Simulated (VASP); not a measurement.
# LaSb (P6_3/mmc) in VASP: relaxation of cell and atoms with LDA

Aim: the relaxation of cell and atoms of LaSb with LDA.

Program: VASP 6.6.1. These are calculated values, not measurements. Logs are shortened: lines on timing, memory, paths and dates and some standing lists are left out, and cuts for length are marked.

### 1 The cell of the first run

The structure is hexagonal, space group P6_3/mmc (No. 194). The conventional cell has a = 5.562 Å, b = 5.562 Å, c = 6.484 Å, α = 90.00°, β = 90.00°, γ = 120.00°. La (site symmetry -6m2) has 5 Sb at 3.21 to 3.24 Å within 4.2 Å. Sb (site symmetry -6m2) has 5 La at 3.21 to 3.24 Å within 4.2 Å.

### 2 Relaxation of cell and atoms, LDA

INCAR reads:

```
PREC = Accurate ; ENCUT = 600
EDIFF = 1E-6 ; ISMEAR = -1
SIGMA = 0.02 ; LREAL = False
LASPH = True ; NELM = 100
ALGO = Normal ; ISIF = 3
LWAVE = False ; LCHARG = False
IBRION = 2 ; NSW = 80
EDIFFG = -0.005
```

KPOINTS reads:

```
regular mesh
0
Gamma
  6 6 4
```

POSCAR reads:

```
LaSb
1.0
    5.5618486786      0.0000000000      0.0000000000
   -2.7809243393      4.8167022477      0.0000000000
    0.0000000000      0.0000000000      6.4843943654
La Sb
2 2
Direct
    0.3333333333      0.6666666667      0.2500000000
    0.6666666667      0.3333333333      0.7500000000
    0.6666666667      0.3333333333      0.2500000000
    0.3333333333      0.6666666667      0.7500000000
```

Potentials or basis: VASP PAW LDA potentials, release 64 (La, Sb).

On the command line:

```bash
$ cat potpaw_LDA.64/La/POTCAR potpaw_LDA.64/Sb/POTCAR > POTCAR
$ mpirun -np 1 vasp_std > vasp.out
```

OUTCAR:

```text
PREC = Accurate
   ENCUT = 600
   EDIFF = 1E-6
   ISMEAR = -1
   LREAL = False
   LASPH = True
   NELM = 100
   ISIF = 3
   IBRION = 2
   NSW = 80
   EDIFFG = -0.005

 ion  position               nearest neighbor table
   1  0.333  0.667  0.250-   3 3.21   3 3.21   3 3.21   4 3.24   4 3.24
   2  0.667  0.333  0.750-   4 3.21   4 3.21   4 3.21   3 3.24   3 3.24
   3  0.667  0.333  0.250-   1 3.21   1 3.21   1 3.21   2 3.24   2 3.24
   4  0.333  0.667  0.750-   2 3.21   2 3.21   2 3.21   1 3.24   1 3.24

  LATTYP: Found a hexagonal cell.
 ALAT       =     5.5618486786
 C/A-ratio  =     1.1658703320

  Lattice vectors:

 A1 = (   5.5618486786,   0.0000000000,   0.0000000000)
 A2 = (  -2.7809243393,   4.8167022477,   0.0000000000)
 A3 = (   0.0000000000,   0.0000000000,   6.4843943654)

Analysis of symmetry for initial positions (statically):
=====================================================================
 Subroutine PRICEL returns:
 Original cell was already a primitive cell.

 Routine SETGRP: Setting up the symmetry group for a
 hexagonal supercell.

 Subroutine GETGRP returns: Found 24 space group operations
 (whereof 12 operations were pure point group operations)
 out of a pool of 24 trial point group operations.

The static configuration has the point symmetry D_3d.
 The point group associated with its full space group is D_6h.

Analysis of symmetry for dynamics (positions and initial velocities):
=====================================================================
 Subroutine PRICEL returns:
 Original cell was already a primitive cell.

 Routine SETGRP: Setting up the symmetry group for a
 hexagonal supercell.

 Subroutine GETGRP returns: Found 24 space group operations
 (whereof 12 operations were pure point group operations)
 out of a pool of 24 trial point group operations.

The dynamic configuration has the point symmetry D_3d.
 The point group associated with its full space group is D_6h.

 Subroutine INISYM returns: Found 24 space group operations
 (whereof 12 operations are pure point group operations),
 and found     1 'primitive' translations

----------------------------------------------------------------------------------------

                                     Primitive cell

  volume of cell :     173.7154

  direct lattice vectors                    reciprocal lattice vectors
     5.561848679  0.000000000  0.000000000     0.179796334  0.103805462  0.000000000
    -2.780924339  4.816702248  0.000000000     0.000000000  0.207610923  0.000000000
     0.000000000  0.000000000  6.484394365     0.000000000  0.000000000  0.154216407
[... 76 lines left out ...]
   ISTART =      0    job   : 0-new  1-cont  2-samecut
   ICHARG =      2    charge: 1-file 2-atom 10-const
   ISPIN  =      1    spin polarized calculation?
   LNONCOLLINEAR =      F non collinear calculations
   LSORBIT =      F    spin-orbit coupling
   LASPH  =      T    aspherical Exc in radial PAW
   ENCUT  =  600.0 eV  44.10 Ry    6.64 a.u.  11.11 11.11 12.95*2*pi/ulx,y,z
   NELM   =    100;   NELMIN=  2; NELMDL= -5     # of ELM steps
   EDIFF  = 0.1E-05   stopping-criterion for ELM
   LREAL  =      F    real-space projection
   EDIFFG = -.5E-02   stopping-criterion for IOM
   NSW    =     80    number of steps for IOM
   IBRION =      2    ionic relax: 0-MD 1-quasi-New 2-CG
   NFREE  =      1    steps in history (QN), initial steepest desc. (CG)
   ISIF   =      3    stress and relaxation
   ISYM   =      2    0-nonsym 1-usesym 2-fastsym
   POTIM  = 0.5000    time-step for ionic-motion
   TEBEG  =    0.0;   TEEND  =   0.0 temperature during run
   PSTRESS=    0.0 pullay stress
   NELECT =      32.0000    total number of electrons
   NUPDOWN=      -1.0000    fix difference up-down
   EMIN   =  10.00;   EMAX   =-10.00  energy-range for DOS
   EFERMI =   0.00;   METHOD = LEGACY
   ISMEAR =    -1;   SIGMA  =   0.02  broadening in eV -4-tet -1-fermi 0-gaus
   EFERMI_NEDOS =   21; number of points for ismear=-14 and -15
   IALGO  =     38    algorithm
   IMIX   =      4    mixing-type and parameters
     AMIX     =   0.40;   BMIX     =  1.00
     AMIX_MAG =   1.60;   BMIX_MAG =  1.00
  volume/ion in A,a.u.               =      43.43       293.07
  Fermi-wavevector in a.u.,A,eV,Ry     =   0.931491  1.760263 11.805443  0.867676
  Thomas-Fermi vector in A             =   2.057990
   LORBIT       =      0    0 simple, 1 ext, 2 COOP (PROOUT), +10 PAW based schemes
   GGA     = CA    functional components
   LHFCALC =     F    Hartree Fock is set to
   AEXX    =    0.0000 exact exchange contribution
   IVDW    =     0    specifies the selected vdW correction
   LEPSILON=     F    determine dielectric tensor
   LRPA    =     F    only Hartree local field effects (RPA)
 conjugate gradient relaxation of ions
 non-spin polarized calculation
  energy-cutoff  :      600.00
  volume of cell :      173.72
 maximum number of plane-waves:      5841
 NGX is ok and might be reduce to    48
   NGX = 23   NGY = 23   NGZ = 25

--------------------------------------- Ionic step        1  -------------------------------------------

 number of electron      32.0000000 magnetization

 Free energy of the ion-electron system (eV)
  ---------------------------------------------------
  ext. energy  EPLUGINS =         0.00000000
  ---------------------------------------------------
  free energy    TOTEN  =       -24.44056698 eV

  energy without entropy =      -24.44009689  energy(sigma->0) =      -24.44033194

------------------------ aborting loop because EDIFF is reached ----------------------------------------

  FORCE on cell =-STRESS in cart. coord.  units (eV):
  Direction    XX          YY          ZZ          XY          YZ          ZX
  --------------------------------------------------------------------------------------
  -------------------------------------------------------------------------------------
  Total       -2.6656075     -2.6656075     -3.2817300      0.0000000      0.0000000      0.0000000
  in kB      -24.5848967    -24.5848967    -30.2673950      0.0000000      0.0000000      0.0000000
  external PRESSURE =     -26.4790628 kB  Pullay stress =       0.0000000 kB
[... 291 lines left out ...]
--------------------------------------- Ionic step        9  -------------------------------------------

 number of electron      32.0000000 magnetization

 Free energy of the ion-electron system (eV)
  ---------------------------------------------------
  ext. energy  EPLUGINS =         0.00000000
  ---------------------------------------------------
  free energy    TOTEN  =       -24.53723044 eV

  energy without entropy =      -24.53683276  energy(sigma->0) =      -24.53703160

 E-fermi :   4.9364     XC(G=0):  -8.6554

 val. band max:        4.9361721650   @ k =   0.3333   0.3333   0.0000
 cond. band min:       5.1296926736   @ k =   0.0000   0.0000   0.0000
 fundamental gap:      0.1935205086
 Fermi energy:         4.9363873157

 k-point     1 :       0.0000    0.0000    0.0000
  band No.  band energies     occupation
      1     -27.6284      2.00000
      2     -27.5994      2.00000
      3     -11.5190      2.00000
      4     -11.4456      2.00000
      5     -11.4456      2.00000
      6     -11.3457      2.00000
[... 503 lines left out ...]
  FREE ENERGIE OF THE ION-ELECTRON SYSTEM (eV)
  ---------------------------------------------------
  free  energy   TOTEN  =       -24.5372304443 eV

  energy  without entropy=      -24.5368327554  energy(sigma->0) =      -24.53703160

 reached required accuracy - stopping structural energy minimisation
```

CONTCAR:

```text
LaSb
   1.00000000000000
     5.4363328657857366   -0.0000000000000000    0.0000000000000000
    -2.7181664328928683    4.7080023652243410    0.0000000000000000
    -0.0000000000000000    0.0000000000000000    6.3529722237285595
  La              Sb
     2     2
Direct
     0.3333333332999970    0.6666666667000030    0.2500000000000000
     0.6666666667000030    0.3333333332999970    0.7500000000000000
     0.6666666667000030    0.3333333332999970    0.2500000000000000
     0.3333333332999970    0.6666666667000030    0.7500000000000000

  0.00000000E+00  0.00000000E+00  0.00000000E+00
  0.00000000E+00  0.00000000E+00  0.00000000E+00
  0.00000000E+00  0.00000000E+00  0.00000000E+00
  0.00000000E+00  0.00000000E+00  0.00000000E+00
```

It took 5.7 min on 1 thread of Intel Xeon 6975P-C (Granite Rapids), shared host; peak memory 0.34 GiB.

Results:

```yaml
Free_energy: -24.5372 eV
Relaxed_volume: 40.65 Å³/atom
Relaxed_cell: a = 5.436 Å, b = 5.436 Å, c = 6.353 Å, α = 90.00°, β = 90.00°, γ = 120.00°
Space_group_after_relaxing_to_0.05_Å: P6_3/mmc (No. 194)
Energy_gained_by_relaxing: 24.2 meV/atom
Ionic_steps: 9
Pressure_after_relaxing: 0.0 GPa
Band_gap_on_the_k_mesh: zero (band 16 reaches 5.13 eV, above the bottom of band 17 at 4.94 eV)
```

The path:
```csv
step,energy change (eV),largest force (eV/Å),pressure (GPa),volume (Å³)
1,0.0000,0.0000,-2.65,173.72
2,-0.0505,0.0000,2.11,156.28
3,-0.0949,0.0000,-0.05,163.01
4,-0.0949,0.0000,0.03,162.80
5,-0.0965,0.0000,0.06,162.34
6,-0.0966,0.0000,0.04,162.43
7,-0.0966,0.0000,0.06,162.42
8,-0.0967,0.0000,-0.03,162.71
9,-0.0967,0.0000,0.01,162.60
```

Final structure:
```
La Sb
1.0
     5.43633    0.00000    0.00000
    -2.71817    4.70800    0.00000
     0.00000    0.00000    6.35297
La Sb
2 2
Direct
  0.33333 0.66667 0.25000
  0.66667 0.33333 0.75000
  0.66667 0.33333 0.25000
  0.33333 0.66667 0.75000
```

Caveat: spin-orbit coupling is left out, which moves the levels of the heavy elements.
